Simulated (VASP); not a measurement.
TaSiAs, 6 atoms in the cell. The structure is tetragonal, space group P4/nmm (No. 129). Conventional cell: a = 3.579 Å, b = 3.579 Å, c = 8.036 Å, α = 90.00°, β = 90.00°, γ = 90.00°. Within 3.6 Å of Ta (site symmetry 4mm) lie 4 Si at 2.73 Å and 5 As at 2.75 to 2.84 Å and 4 Ta at 3.58 Å. Si (site symmetry -4m2) has 4 Si at 2.53 Å and 4 Ta at 2.73 Å within 3.3 Å. As (site symmetry 4mm) has 5 Ta at 2.75 to 2.84 Å and 8 As at 3.08 to 3.58 Å and 4 Si at 3.62 Å within 3.7 Å. 

| Item | Value |
| --- | --- |
| Program | VASP 6.6.1 |
| Task | single point |
| Functional | r2SCAN |
| Potentials or basis | VASP PAW PBE potentials, release 64 (Ta_pv, Si, As) |
| Cutoff | 520 eV |
| k mesh | 7 × 7 × 3 |
| Occupations | fermi-dirac, width 0.1 eV |
| Spin | no spin polarisation |
| Dipole correction | no |
| Further INCAR settings | ALGO = Normal; EDIFF = 1e-07; NBANDS = 29 |

Potentials or basis: VASP PAW PBE potentials, release 64 (Ta_pv, Si, As).

The run is started by

```sh
$ cat potpaw_PBE.64/Ta_pv/POTCAR potpaw_PBE.64/Si/POTCAR potpaw_PBE.64/As/POTCAR > POTCAR
$ cp INCAR.step1 INCAR
$ mpirun -np 1 vasp_std > vasp.out
$ cp INCAR.step2 INCAR
$ mpirun -np 1 vasp_std > vasp.out
```

Hardware: 1 thread of Intel(R) Xeon(R) Platinum 8488C (Sapphire Rapids), with other jobs on the host.

Q: How long does it take, and how much memory?

A: Run time: 2.3 min on 1 thread of Intel(R) Xeon(R) Platinum 8488C (Sapphire Rapids), with other jobs on the host, peak memory 0.25 GiB. Counts: k points 20.
